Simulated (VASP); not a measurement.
Set up this calculation in VASP 6.6.1, as the native input.

```
Task                   : single point
Functional             : revPBE
Potentials or basis    : VASP PAW PBE potentials, release 64 (K_sv, F)
Cutoff                 : 520 eV
k mesh                 : 8 × 8 × 8
Occupations            : gaussian, width 0.05 eV
Spin                   : no spin polarisation
Dipole correction      : no
Further INCAR settings : ALGO = Normal; EDIFF = 1e-07; NBANDS = 15
```

The structure of KF lies in POSCAR:

```
KF
1.0
    0.0000000000      2.7960869727      2.7960869727
    2.7960869727      0.0000000000      2.7960869727
    2.7960869727      2.7960869727      0.0000000000
K F
1 1
Direct
    0.0000000000      0.0000000000      0.0000000000
    0.5000000000      0.5000000000      0.5000000000
```

These files were run (other wordings do the same):

INCAR

```
PREC     = Accurate       # precision mode
ENCUT    = 520            # plane-wave cutoff, eV
EDIFF    = 1E-7           # SCF threshold, eV
ISMEAR   = 0              # smearing method
SIGMA    = 0.05           # smearing width, eV
LREAL    = F              # projectors in reciprocal space
LASPH    = T              # aspherical terms in the spheres
NELM     = 80             # most SCF steps
ALGO     = Normal         # electronic algorithm
ISIF     = 2              # what is computed and relaxed
LWAVE    = F              # write WAVECAR
LCHARG   = F              # write CHGCAR
GGA      = RE             # functional
NBANDS   = 15             # bands
```

KPOINTS

```
regular mesh
0
Gamma
  8 8 8
```

Potentials or basis: VASP PAW PBE potentials, release 64 (K_sv, F).

The run is started by

```bash
$ cat potpaw_PBE.64/K_sv/POTCAR potpaw_PBE.64/F/POTCAR > POTCAR
$ mpirun -np 1 vasp_std > vasp.out
```

It gave:

| Quantity | Value |
| --- | --- |
| Pressure | -0.5 GPa |
| Band gap on the k mesh | 5.81 eV |

Caveat: the PAW data sets were made with another functional, which shifts forces and pressure a little.

It took 40 s on 1 thread of Intel Xeon 8259CL, with other jobs on the host, peak memory 0.17 GiB.
